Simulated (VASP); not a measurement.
Here is a VASP 6.6.1 calculation.

The input INCAR:

```
PREC = Accurate
ENCUT = 410
EDIFF = 1E-6
ISMEAR = 0
SIGMA = 0.05
LREAL = False
LASPH = True
NELM = 120
ALGO = Normal
ISIF = 2
LWAVE = False
LCHARG = False
GGA = PE
NBANDS = 98
GGA_COMPAT = False
```

The input KPOINTS:

```
Automatic mesh
0
Gamma
  1 1 6
```

Contents of POSCAR:

```
Ge2HS2
1.0
   23.4000000000      0.0000000000      0.0000000000
    0.0000000000     10.7000000000      0.0000000000
    0.0000000000      0.0000000000      6.0522930934
Ge S H
8 8 4
Direct
    0.7613253347      0.4367836115      0.3333333333
    0.6119965720      0.4367836115      0.3333333333
    0.6866609533      0.4367836115      0.8333333333
    0.4626678093      0.4367836115      0.3333333333
    0.5373321907      0.4367836115      0.8333333333
    0.3133390467      0.4367836115      0.3333333333
    0.3880034280      0.4367836115      0.8333333333
    0.2386746653      0.4367836115      0.8333333333
    0.6866609533      0.5632163885      0.1666666667
    0.7613253347      0.5632163885      0.6666666667
    0.5373321907      0.5632163885      0.1666666667
    0.6119965720      0.5632163885      0.6666666667
    0.3880034280      0.5632163885      0.1666666667
    0.4626678093      0.5632163885      0.6666666667
    0.2386746653      0.5632163885      0.1666666667
    0.3133390467      0.5632163885      0.6666666667
    0.8086624296      0.5169417840      0.2276669410
    0.1913375704      0.5169417840      0.7276669410
    0.8028221387      0.4929478606      0.7592962964
    0.1971778613      0.4929478606      0.2592962964
```

Potentials or basis: VASP PAW PBE potentials, release 64 (Ge_d, S, H).

The run is started by

```sh
$ cat potpaw_PBE.64/Ge_d/POTCAR potpaw_PBE.64/S/POTCAR potpaw_PBE.64/H/POTCAR > POTCAR
$ mpirun -np 1 vasp_std > vasp.out
```

(1) What does it give for the largest force?

(2) Estimate the band gap on the k mesh.

## Answers

(1) 1.188 eV/Å.

(2) 2.44 eV (least direct gap 2.45 eV).
